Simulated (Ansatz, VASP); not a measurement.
**AlRu: VASP beside Ansatz**

The input INCAR:

```
PREC = Accurate
ENCUT = 600
EDIFF = 1E-6
ISMEAR = -5
SIGMA = 0.1
LREAL = False
LASPH = True
NELM = 120
ALGO = Normal
ISIF = 2
LWAVE = False
LCHARG = False
GGA = PE
NBANDS = 16
GGA_COMPAT = False
```

KPOINTS

```
Automatic mesh
0
Gamma
  4 4 4
```

Contents of POSCAR:

```
AlRu
1.0
    2.9990673665      0.0109944932     -0.0465078834
    0.0109944932      3.0076346069     -0.0290857447
   -0.0465078834     -0.0290857447      3.0399057272
Al Ru
1 1
Direct
    0.0000000000      0.0000000000      0.0000000000
    0.5000000000      0.5000000000      0.5000000000
```

Input for Ansatz:

```yaml
crystal:
  lattice:
    - [2.9990673665, 0.0109944932, -0.0465078834]
    - [0.0109944932, 3.0076346069, -0.0290857447]
    - [-0.0465078834, -0.0290857447, 3.0399057272]
  atoms:
    - { symbol: Al, position: [0.0, 0.0, 0.0] }
    - { symbol: Ru, position: [0.5, 0.5, 0.5] }
basis:
  ecutwfc: "20 Ha"
kpoints:
  mp_grid: { grid: [4, 4, 4] }
hamiltonian:
  xc: pbe
scf:
  occupations: { method: tetrahedron }
output:
  forces: true
  stress: true
  eigenvalues: true
```

Alike in both runs: task single point; functional PBE; k mesh 4 × 4 × 4; occupations tetrahedron; no spin polarisation.

```csv
,VASP,Ansatz
version,VASP 6.6.1,Ansatz 0.2.0
potentials or method,"VASP PAW PBE potentials, release 64 (Al, Ru_sv), cutoff 600 eV","scalar-relativistic, plane waves, PAW"
valence electrons in the cell,19,19
```

|  | VASP | Ansatz | Ansatz less VASP |
| --- | --- | --- | --- |
| gap on the k mesh at the Fermi level (eV) | none | none | - |
| pressure (GPa) | -3.6 | -3.4 | +0.16 |
| traceless stress, the component that is largest in VASP (GPa) | 3.95 | 3.73 | -0.224 |

A gap of «none» marks a metal or a gap that the smearing closes. Ansatz's warnings: band table not solved further, tetrahedron derivatives may miss energy slope.

The k mesh is coarse, so the values compare programs but aren't converged.
